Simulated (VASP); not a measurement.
Set up this calculation in VASP 6.6.1, as the native input.

```yaml
Task: single point
Functional: LDA
Potentials_or_basis: VASP PAW LDA potentials, release 64 (V_sv, H)
Cutoff: 520 eV
k_mesh: 15 × 15 × 15
Occupations: fermi-dirac, width 0.05 eV
Spin: collinear spin, ferromagnetic start
Starting_moments: "[1.5, 0.0, 0.0] μB"
Dipole_correction: no
Further_INCAR_settings: ALGO = Normal; EDIFF = 1e-06; NBANDS = 18
```

The structure of VH2 lies in POSCAR:

```
VH2
1.0
    0.0000000000      1.6949474732      1.6949474732
    1.6949474732      0.0000000000      1.6949474732
    1.6949474732      1.6949474732      0.0000000000
V H
1 2
Direct
    0.0000000000      0.0000000000      0.0000000000
    0.2500000000      0.2500000000      0.2500000000
    0.7500000000      0.7500000000      0.7500000000
```

One way to write it, as run:

INCAR

```
SYSTEM = VH2
ALGO     = Normal         ! electronic algorithm
EDIFF    = 1E-6           ! SCF threshold, eV
ENCUT    = 520            ! plane-wave cutoff, eV
ISIF     = 2              ! what is computed and relaxed
ISMEAR   = -1             ! smearing method
ISPIN    = 2              ! spin polarisation
LASPH    = .True.         ! aspherical terms in the spheres
LCHARG   = .True.         ! write CHGCAR
LELF     = .True.         ! ELF
LMAXMIX  = 4              ! l up to which the mixer works
LORBIT   = 11             ! projections on sites
LREAL    = .False.        ! projectors in reciprocal space
LVHAR    = .True.       
LWAVE    = .False.        ! write WAVECAR
MAGMOM   = 1.5 0 0        ! initial moments
NBANDS   = 18             ! bands
NELM     = 150            ! most SCF steps
PREC     = Accurate       ! precision mode
SIGMA    = 0.05           ! smearing width, eV
```

KPOINTS

```
k-points
0
Gamma
  15 15 15
  0 0 0
```

Potentials or basis: VASP PAW LDA potentials, release 64 (V_sv, H).

Launch:

```console
$ cat potpaw_LDA.64/V_sv/POTCAR potpaw_LDA.64/H/POTCAR > POTCAR
$ mpirun -np 1 vasp_std > vasp.out
```

It gave:

| Item | Value |
| --- | --- |
| Pressure | 391.7 GPa |
| Net moment | 0.00 μB per cell |

Caveat: the cell stands under pressure.

Wall time 73 s on 1 thread of Intel Xeon 8259CL, on a shared host, peak memory 0.15 GiB.
